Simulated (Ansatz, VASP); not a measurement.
# One calculation of InSe, two programs

```
CELL_PARAMETERS angstrom
5.78860 -2.02723 0.00000
5.78860 2.02723 0.00000
-1.57780 0.00000 4.26522
ATOMIC_POSITIONS crystal
In 0.88400 0.88400 0.00500
In 0.11600 0.11600 0.99500
Se 0.66000 0.66000 0.64200
Se 0.34000 0.34000 0.35800
```

Change from the starting cell: volume scaled by 0.96, crystal datasets.

Alike in both runs: task electric field gradients; functional PBE; k mesh 7 × 7 × 6; occupations fermi-dirac, width 0.02 eV; no spin polarisation.

```csv
,VASP,Ansatz
version,VASP 6.6.1,Ansatz 0.2.0
potentials or method,"VASP PAW PBE potentials, release 64 (In_d, Se), cutoff 520 eV","all-electron PAW with datasets made for the crystal, scalar-relativistic"
```

```csv
,VASP,Ansatz,Ansatz less VASP
gap on the k mesh at the Fermi level (eV),1.04,1.05,+0.005
pressure (GPa),5.9,5.8,-0.05
"traceless stress, the component that is largest in VASP (GPa)",3.27,3.27,-0.001
rms of the force components (eV/Å),0.471,0.468,-0.0027
size of Vzz on the site where it differs most (V/Å²),195.4,191.7,-3.72
```

Atom by atom the forces differ by 0.008 eV/Å (rms over components). Ansatz ran all-electron here, and VASP with PAW potentials.
